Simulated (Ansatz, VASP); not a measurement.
## Pt in VASP and in Ansatz

The input INCAR:

```
SYSTEM = Pt
PREC = Accurate
ENCUT = 520
EDIFF = 1E-7
ISMEAR = 0
SIGMA = 0.15
LREAL = .FALSE.
LASPH = .TRUE.
NELM = 80
ALGO = Fast
ISIF = 2
LWAVE = .FALSE.
LCHARG = .FALSE.
GGA = PE
NBANDS = 11
```

The input KPOINTS:

```
regular mesh
0
G
  22 22 22
  0 0 0
```

Contents of POSCAR:

```
Pt
1.0
   -1.4574824000      1.4574824000      1.5842200000
    1.4574824000     -1.4574824000      1.5842200000
    1.4574824000      1.4574824000     -1.5842200000
Pt
1
Direct
    0.0000000000      0.0000000000      0.0000000000
```

Input for Ansatz:

```yaml
crystal:
  lattice:
    - [-1.4574824, 1.4574824, 1.58422]
    - [1.4574824, -1.4574824, 1.58422]
    - [1.4574824, 1.4574824, -1.58422]
  atoms:
    - { symbol: Pt, position: [0.0, 0.0, 0.0] }
basis:
  ecutwfc: 420
kpoints:
  mp_grid: { grid: [22, 22, 22] }
hamiltonian:
  xc: pbe
scf:
  occupations: { method: gaussian, width: 0.15 }
output:
  forces: true
  stress: true
  eigenvalues: true
```

Change from the starting cell: strain -0.080 along x and y, +0.000 along z, atoms carried along.

Alike in both runs: task single point; functional PBE; k mesh 22 × 22 × 22; occupations gaussian, width 0.15 eV; no spin polarisation.

|  | VASP | Ansatz |
| --- | --- | --- |
| version | VASP 6.6.1 | Ansatz 0.2.0 |
| potentials or method | VASP PAW PBE potentials, release 64 (Pt), cutoff 520 eV | scalar-relativistic, plane waves, PAW |
| valence electrons in the cell | 10 | 18 |

```tsv
	VASP	Ansatz	Ansatz less VASP
gap on the k mesh at the Fermi level (eV)	none	none	-
pressure (GPa)	58.8	59.2	+0.44
traceless stress, the component that is largest in VASP (GPa)	5.82	5.83	+0.002
```

A gap of «none» marks a metal or a gap that the smearing closes. Both programs put the cell under a high pressure, so it lies far from rest at this level. VASP's potentials hold 10 valence electrons a cell and Ansatz's 18, so a difference there can come from the potentials and not from the codes.

Neither program's run includes spin-orbit coupling.
